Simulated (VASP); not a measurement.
Wanted: the native input for a VASP 6.6.1 run.

```
Task                   : single point
Functional             : LDA
Potentials or basis    : VASP PAW LDA potentials, release 64 (Al, Cu)
Cutoff                 : 520 eV
k mesh                 : 12 × 12 × 12
Occupations            : gaussian, width 0.15 eV
Spin                   : no spin polarisation
Dipole correction      : no
Further INCAR settings : ALGO = Fast; EDIFF = 1e-06; NBANDS = 18
```

The structure of Al3Cu lies in POSCAR:

```
Al3Cu
1.0
    4.0359282282      0.0000000000      0.0000000000
    0.0000000000      4.0359282282      0.0000000000
    0.0000000000      0.0000000000      3.7982120556
Al Cu
3 1
Direct
    0.0000000000      0.5000000000      0.5000000000
    0.5000000000      0.0000000000      0.5000000000
    0.5000000000      0.5000000000      0.0000000000
    0.0000000000      0.0000000000      0.0000000000
```

This cell differs from its parent crystal: volume 15.467 Å^3 an atom, c/a of the conventional cell 0.9411.

These files were run (other wordings do the same):

INCAR

```
SYSTEM = Al3Cu
PREC = Accurate
ENCUT = 520
EDIFF = 1E-6
ISMEAR = 0
SIGMA = 0.15
LREAL = .False.
LASPH = .True.
NELM = 80
ALGO = Fast
ISIF = 2
LWAVE = .False.
LCHARG = .False.
GGA = CA
NBANDS = 18
```

KPOINTS

```
regular mesh
0
Gamma
  12 12 12
  0 0 0
```

Potentials or basis: VASP PAW LDA potentials, release 64 (Al, Cu).

The run is started by

```console
$ cat potpaw_LDA.64/Al/POTCAR potpaw_LDA.64/Cu/POTCAR > POTCAR
$ mpirun -np 1 vasp_std > vasp.out
```

It gave:

The pressure is -6.4 GPa and the band gap on the k mesh is zero (band 10 reaches 9.72 eV, above the bottom of band 11 at 5.72 eV).

It took 5 min on 1 thread of Intel(R) Xeon(R) Platinum 8259CL CPU @ 2.50GHz (Skylake/Cascade Lake), with other jobs on the host, peak memory 0.3 GiB.
